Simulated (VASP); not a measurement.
A run of VASP 6.6.1 is set up as follows.

INCAR

```
SYSTEM = Rb
PREC = Accurate
ENCUT = 520
EDIFF = 1E-7
ISMEAR = -1
SIGMA = 0.08
LREAL = .FALSE.
LASPH = .TRUE.
NELM = 60
ALGO = Normal
ISIF = 2
LWAVE = .FALSE.
LCHARG = .FALSE.
GGA = PE
NBANDS = 10
```

File KPOINTS:

```
Automatic mesh
0
G
  10 10 10
  0 0 0
```

The input POSCAR:

```
Rb
1.0
    0.0000000000      3.2890148965      3.2890148965
    3.2890148965      0.0000000000      3.2890148965
    3.2890148965      3.2890148965      0.0000000000
Rb
1
Direct
    0.0000000000      0.0000000000      0.0000000000
```

Potentials or basis: VASP PAW PBE potentials, release 64 (Rb_sv).

Launch:

```sh
$ cat potpaw_PBE.64/Rb_sv/POTCAR > POTCAR
$ mpirun -np 1 vasp_std > vasp.out
```

(1) What does it give for the pressure?

Answers

(1) 1.1 GPa.
